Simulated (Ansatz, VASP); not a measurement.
**Ru: VASP beside Ansatz**

Contents of POSCAR:

```
Ru
1.0
    0.0000000000      1.8956891339      1.8956891339
    1.8956891339      0.0000000000      1.8956891339
    1.8956891339      1.8956891339      0.0000000000
Ru
1
Direct
    0.0000000000      0.0000000000      0.0000000000
```

Contents of INCAR.step1:

```
SYSTEM = Ru
PREC     = Accurate       ! precision mode
ENCUT    = 620            ! plane-wave cutoff, eV
ISMEAR   = 0              ! smearing method
SIGMA    = 0.1            ! smearing width, eV
LREAL    = .FALSE.        ! projectors in reciprocal space
LASPH    = .TRUE.         ! aspherical terms in the spheres
NELM     = 120            ! most SCF steps
NBANDS   = 14             ! bands
GGA      = PE             ! functional
ALGO     = Normal         ! electronic algorithm
EDIFF    = 1E-5           ! SCF threshold, eV
LWAVE    = .TRUE.         ! write WAVECAR
LCHARG   = .FALSE.        ! write CHGCAR
GGA_COMPAT= .FALSE.
```

File INCAR.step2:

```
SYSTEM = Ru
PREC     = Accurate       ! precision mode
ENCUT    = 620            ! plane-wave cutoff, eV
EDIFF    = 1E-6           ! SCF threshold, eV
ISMEAR   = 0              ! smearing method
SIGMA    = 0.1            ! smearing width, eV
LREAL    = .FALSE.        ! projectors in reciprocal space
LASPH    = .TRUE.         ! aspherical terms in the spheres
NELM     = 120            ! most SCF steps
ALGO     = Normal         ! electronic algorithm
ISIF     = 2              ! what is computed and relaxed
LWAVE    = .FALSE.        ! write WAVECAR
LCHARG   = .FALSE.        ! write CHGCAR
METAGGA  = R2SCAN         ! meta-GGA
LMIXTAU  = .TRUE.       
NBANDS   = 14             ! bands
ISTART   = 1            
GGA_COMPAT= .FALSE.
```

The input KPOINTS:

```
Automatic mesh
0
G
  8 8 8
  0 0 0
```

Input for Ansatz:

```yaml
crystal:
  lattice:
    - [0.0, 1.8956891339, 1.8956891339]
    - [1.8956891339, 0.0, 1.8956891339]
    - [1.8956891339, 1.8956891339, 0.0]
  atoms:
    - { symbol: Ru, position: [0.0, 0.0, 0.0] }
basis:
  ecutwfc: 500
kpoints:
  mp_grid: { grid: [8, 8, 8] }
hamiltonian:
  xc: r2scan
scf:
  occupations: { method: gaussian, width: 0.1 }
output:
  forces: true
  stress: true
  eigenvalues: true
```

Alike in both runs: task single point; functional r2SCAN; k mesh 8 × 8 × 8; occupations gaussian, width 0.1 eV; no spin polarisation.

|  | VASP | Ansatz |
| --- | --- | --- |
| version | VASP 6.6.1 | Ansatz 0.2.0 |
| potentials or method | VASP PAW PBE potentials, release 64 (Ru_sv), cutoff 620 eV | scalar-relativistic, plane waves, PAW |
| valence electrons in the cell | 16 | 16 |

Ansatz gave:

| Quantity | Value |
| --- | --- |
| gap on the k mesh at the Fermi level (eV) | none |
| pressure (GPa) | -2.7 |

**Question.** Which values does VASP return?

**Answer.** gap on the k mesh at the Fermi level (eV): none; pressure (GPa): -2.6.

VASP's potentials were made for PBE, not for r2SCAN. A gap of «none» marks a metal or a gap that the smearing closes.
